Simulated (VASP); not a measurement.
# TePb (P1) in VASP: notebook, part 2 of 2

VASP 6.6.1. Earlier steps stand in the parts before.

## Step 4: Single point, PBEsol+D4

Contents of INCAR:

```
ALGO     = Normal         # electronic algorithm
EDIFF    = 1E-7           # SCF threshold, eV
ENCUT    = 520            # plane-wave cutoff, eV
GGA      = PS             # functional
ISIF     = 2              # what is computed and relaxed
ISMEAR   = 0              # smearing method
IVDW     = 13             # dispersion correction
LASPH    = True           # aspherical terms in the spheres
LCHARG   = False          # write CHGCAR
LREAL    = False          # projectors in reciprocal space
LWAVE    = False          # write WAVECAR
NBANDS   = 17             # bands
NELM     = 80             # most SCF steps
PREC     = Accurate       # precision mode
SIGMA    = 0.01           # smearing width, eV
```

Contents of KPOINTS:

```
k-points
0
Gamma
  4 4 4
```

Contents of POSCAR:

```
TePb
1.0
    0.0000000000      3.2310000000      3.2310000000
    3.2310000000      0.0000000000      3.2310000000
    3.2310000000      3.2310000000      0.0000000000
Te Pb
1 1
Direct
    0.4997200000      0.4788200000      0.4975200000
    0.9981962457      0.0043737543      0.0001262457
```

Potentials or basis: VASP PAW PBE potentials, release 64 (Te, Pb_d).

Launch:

```console
cat potpaw_PBE.64/Te/POTCAR potpaw_PBE.64/Pb_d/POTCAR > POTCAR
mpirun -np 1 vasp_std > vasp.out
```

OUTCAR:

```text
EDIFF = 1E-7
   ENCUT = 520
   GGA = PS
   ISIF = 2
   ISMEAR = 0
   IVDW = 13
   LASPH = True
   LREAL = False
   NELM = 80
   PREC = Accurate

 ion  position               nearest neighbor table
   1  0.500  0.479  0.498-   2 3.14   2 3.15   2 3.23   2 3.24   2 3.31   2 3.32
   2  0.998  0.004  0.000-   1 3.14   1 3.15   1 3.23   1 3.24   1 3.31   1 3.32

  LATTYP: Found a face centered cubic cell.
 ALAT       =     6.4620000000

  Lattice vectors:

 A1 = (   0.0000000000,   3.2310000000,   3.2310000000)
 A2 = (   3.2310000000,   0.0000000000,   3.2310000000)
 A3 = (   3.2310000000,   3.2310000000,   0.0000000000)

Analysis of symmetry for initial positions (statically):
=====================================================================
 Subroutine PRICEL returns:
 Original cell was already a primitive cell.

 Routine SETGRP: Setting up the symmetry group for a
 face centered cubic supercell.

 Subroutine GETGRP returns: Found  1 space group operations
 (whereof  1 operations were pure point group operations)
 out of a pool of 48 trial point group operations.

The static configuration has the point symmetry C_1 .

Analysis of symmetry for dynamics (positions and initial velocities):
=====================================================================
 Subroutine PRICEL returns:
 Original cell was already a primitive cell.

 Routine SETGRP: Setting up the symmetry group for a
 face centered cubic supercell.

 Subroutine GETGRP returns: Found  1 space group operations
 (whereof  1 operations were pure point group operations)
 out of a pool of 48 trial point group operations.

The dynamic configuration has the point symmetry C_1 .

 Subroutine INISYM returns: Found  1 space group operations
 (whereof  1 operations are pure point group operations),
 and found     1 'primitive' translations

----------------------------------------------------------------------------------------

                                     Primitive cell

  volume of cell :      67.4592

  direct lattice vectors                    reciprocal lattice vectors
     0.000000000  3.231000000  3.231000000    -0.154750851  0.154750851  0.154750851
     3.231000000  0.000000000  3.231000000     0.154750851 -0.154750851  0.154750851
     3.231000000  3.231000000  0.000000000     0.154750851  0.154750851 -0.154750851

  length of vectors
     4.569324020  4.569324020  4.569324020     0.268036337  0.268036337  0.268036337

  position of ions in fractional coordinates (direct lattice)
     0.499720000  0.478820000  0.497520000
     0.998196246  0.004373754  0.000126246

  ion indices of the primitive-cell ions
   primitive index   ion index
                 1           1
                 2           2

----------------------------------------------------------------------------------------

 KPOINTS: k-points

Automatic generation of k-mesh.
 Grid dimensions read from file:
 generate k-points for:    4    4    4

 Generating k-lattice:

  Cartesian coordinates                     Fractional coordinates (reciprocal lattice)
    -0.038687713  0.038687713  0.038687713     0.250000000  0.000000000  0.000000000
     0.038687713 -0.038687713  0.038687713     0.000000000  0.250000000  0.000000000
     0.038687713  0.038687713 -0.038687713     0.000000000  0.000000000  0.250000000

  Length of vectors
     0.067009084  0.067009084  0.067009084

  Shift w.r.t. Gamma in fractional coordinates (k-lattice)
     0.000000000  0.000000000  0.000000000

 Subroutine IBZKPT returns following result:
 ===========================================

 Found     36 irreducible k-points:

 Following reciprocal coordinates:
            Coordinates               Weight
  0.000000  0.000000  0.000000      1.000000
  0.250000  0.000000  0.000000      2.000000
  0.000000  0.250000  0.000000      2.000000
  0.000000  0.000000  0.250000      2.000000
  0.250000  0.250000  0.250000      2.000000
  0.500000  0.000000  0.000000      1.000000
[... 16 lines left out ...]
  0.250000  0.500000  0.500000      2.000000
  0.500000  0.000000  0.250000      2.000000
 [... further k-points ...]
   k-points           NKPTS =     36   k-points in BZ     NKDIM =     36   number of bands    NBANDS=     17
   number of dos      NEDOS =    301   number of ions     NIONS =      2
   total plane-waves  NPLWV =  46656
   dimension x,y,z NGX =    36 NGY =   36 NGZ =   36
   dimension x,y,z NGXF=    72 NGYF=   72 NGZF=   72
   ions per type =               1   1
   NGX,Y,Z   is equivalent  to a cutoff of  13.10, 13.10, 13.10 a.u.
   NGXF,Y,Z  is equivalent  to a cutoff of  26.20, 26.20, 26.20 a.u.
 SYSTEM =  unknown system
   PREC   = accura    normal or accurate (medium, high low for compatibility)
   ISTART =      0    job   : 0-new  1-cont  2-samecut
   ICHARG =      2    charge: 1-file 2-atom 10-const
   ISPIN  =      1    spin polarized calculation?
   LNONCOLLINEAR =      F non collinear calculations
   LSORBIT =      F    spin-orbit coupling
   LASPH  =      T    aspherical Exc in radial PAW
   ENCUT  =  520.0 eV  38.22 Ry    6.18 a.u.   8.50  8.50  8.50*2*pi/ulx,y,z
   NELM   =     80;   NELMIN=  2; NELMDL= -5     # of ELM steps
   EDIFF  = 0.1E-06   stopping-criterion for ELM
   LREAL  =      F    real-space projection
   EDIFFG = 0.1E-05   stopping-criterion for IOM
   NSW    =      0    number of steps for IOM
   IBRION =     -1    ionic relax: 0-MD 1-quasi-New 2-CG
   NFREE  =      0    steps in history (QN), initial steepest desc. (CG)
   ISIF   =      2    stress and relaxation
   ISYM   =      2    0-nonsym 1-usesym 2-fastsym
   POTIM  = 0.5000    time-step for ionic-motion
   TEBEG  =    0.0;   TEEND  =   0.0 temperature during run
   PSTRESS=    0.0 pullay stress
   NELECT =      20.0000    total number of electrons
   NUPDOWN=      -1.0000    fix difference up-down
   EMIN   =  10.00;   EMAX   =-10.00  energy-range for DOS
   EFERMI =   0.00;   METHOD = LEGACY
   ISMEAR =     0;   SIGMA  =   0.01  broadening in eV -4-tet -1-fermi 0-gaus
   EFERMI_NEDOS =   21; number of points for ismear=-14 and -15
   IALGO  =     38    algorithm
   IMIX   =      4    mixing-type and parameters
     AMIX     =   0.40;   BMIX     =  1.00
     AMIX_MAG =   1.60;   BMIX_MAG =  1.00
  volume/ion in A,a.u.               =      33.73       227.62
  Fermi-wavevector in a.u.,A,eV,Ry     =   1.091619  2.062861 16.213147  1.191633
  Thomas-Fermi vector in A             =   2.227868
   LORBIT       =      0    0 simple, 1 ext, 2 COOP (PROOUT), +10 PAW based schemes
   GGA     = PS    functional components
   LHFCALC =     F    Hartree Fock is set to
   AEXX    =    0.0000 exact exchange contribution
   IVDW    =    13    specifies the selected vdW correction
   LEPSILON=     F    determine dielectric tensor
   LRPA    =     F    only Hartree local field effects (RPA)
 non-spin polarized calculation
 Gauss-broadening in eV      SIGMA  =   0.01
  energy-cutoff  :      520.00
  volume of cell :       67.46
 maximum number of plane-waves:      1837
 NGX is ok and might be reduce to    36
   NGX = 17   NGY = 17   NGZ = 17

 number of electron      20.0000001 magnetization

 Free energy of the ion-electron system (eV)
  ---------------------------------------------------
  ext. energy  EPLUGINS =         0.00000000
  ---------------------------------------------------
  free energy    TOTEN  =        -8.25392651 eV

  energy without entropy =       -8.25392651  energy(sigma->0) =       -8.25392651

 E-fermi :   5.5228     XC(G=0):  -9.4711

 val. band max:        5.4524152893   @ k =   0.5000   0.0000   0.0000
 cond. band min:       6.1443489119   @ k =   0.5000   0.0000   0.0000
 fundamental gap:      0.6919336226
 Fermi energy:         5.5227668054

 k-point     1 :       0.0000    0.0000    0.0000
  band No.  band energies     occupation
      1     -11.1655      2.00000
      2     -11.1653      2.00000
      3     -11.1538      2.00000
      4     -11.1529      2.00000
      5     -11.1523      2.00000
      6      -6.5920      2.00000
[... 9 lines left out ...]
     16      11.2883      0.00000
     17      12.6861      0.00000
[... 441 lines left out ...]
 k-point    24 :       0.5000    0.0000    0.2500
  band No.  band energies     occupation
      1     -11.2044      2.00000
      2     -11.1666      2.00000
      3     -11.1523      2.00000
      4     -11.1359      2.00000
      5     -11.1322      2.00000
      6      -5.0546      2.00000
[... 9 lines left out ...]
     16      15.1049      0.00000
     17      15.8747      0.00000

 [... further k-points ...]

------------------------ aborting loop because EDIFF is reached ----------------------------------------

  DFT-D4 for vdW energy calculation

  Edisp (eV):   -0.50641

  FORCE on cell =-STRESS in cart. coord.  units (eV):
  Direction    XX          YY          ZZ          XY          YZ          ZX
  --------------------------------------------------------------------------------------
  -------------------------------------------------------------------------------------
  Total      -0.52018    -0.66248    -0.55895     0.00100     0.00087     0.02141
  in kB     -12.35445   -15.73408   -13.27522     0.02381     0.02064     0.50842
  external pressure =      -13.79 kB  Pullay stress =        0.00 kB

 VOLUME and BASIS-vectors are now :
 -----------------------------------------------------------------------------
  energy-cutoff  :      520.00
  volume of cell :       67.46
      direct lattice vectors                 reciprocal lattice vectors
     0.000000000  3.231000000  3.231000000    -0.154750851  0.154750851  0.154750851
     3.231000000  0.000000000  3.231000000     0.154750851 -0.154750851  0.154750851
     3.231000000  3.231000000  0.000000000     0.154750851  0.154750851 -0.154750851

 POSITION                                       TOTAL-FORCE (eV/Angst)
 -----------------------------------------------------------------------------------
      3.15455      3.22208      3.16166        -0.015424     -0.000770     -0.014025
      0.01454      3.22558      3.23930         0.015424      0.000770      0.014025
 -----------------------------------------------------------------------------------
    total drift:                               -0.000069      0.000002      0.000038

  FREE ENERGIE OF THE ION-ELECTRON SYSTEM (eV)
  ---------------------------------------------------
  free  energy   TOTEN  =        -8.7603401518 eV

  energy  without entropy=       -8.7603401518  energy(sigma->0) =       -8.76034015
```

It took 25 s on 1 thread of Intel Xeon 6975P-C (Granite Rapids), shared host; peak memory 0.22 GiB.

What came out:

- Free energy: -8.7603 eV
- Pressure: -1.4 GPa
- Largest force: 0.021 eV/Å
- Band gap on the k mesh: 0.69 eV, direct
- Dispersion energy per atom: -0.253 eV

Forces in eV/Å, atoms in the order of the input:
```
Te  -0.015 -0.001 -0.014
Pb   0.015  0.001  0.014
```

Stress tensor (GPa, compression positive):
```
-1.24  0.00  0.05
 0.00 -1.57  0.00
 0.05  0.00 -1.33
```

Caveat: the k points lie up to 0.42 Å⁻¹ apart; the PAW data sets were made with another functional, which shifts forces and pressure a little; spin-orbit coupling is left out, which moves the levels of the heavy elements. A k mesh can miss the band edges.
